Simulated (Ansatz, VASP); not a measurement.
One calculation of SnO, two programs

```
Sn O
1.0
     3.71674    0.00000    0.00000
     0.00000    3.71674    0.00000
     0.00000    0.00000    4.66322
Sn O
2 2
Direct
  0.00000 0.50000 0.24999
  0.50000 0.00000 0.75001
  0.50000 0.50000 0.00000
  0.00000 0.00000 0.00000
```

Change from the starting cell: hydrostatic strain -2.0%.

Alike in both runs: task single point; functional HSE06; k mesh 4 × 4 × 4; occupations fermi-dirac, width 0.02 eV; no spin polarisation.

|  | VASP | Ansatz |
| --- | --- | --- |
| version | VASP 6.6.1 | Ansatz 0.2.0 |
| potentials or method | VASP PAW PBE potentials, release 64 (Sn_d, O) | plane waves, PAW |
| plane-wave cutoff (eV) | 520 | 420 |
| valence electrons in the cell | 40 | 40 |

```csv
,VASP,Ansatz,Ansatz less VASP
pressure (GPa),4.7,4.3,-0.42
"traceless stress, the component that is largest in VASP (GPa)",-1.50,-1.55,-0.055
rms of the force components (eV/Å),0.014,0.035,+0.0214
```

Atom by atom the forces differ by 0.049 eV/Å (rms over components). Ansatz's warnings: filled band counts differ across k points, stress exchange threshold loose, stress scf threshold loose.

The k mesh is coarse, so the values compare programs but aren't converged.
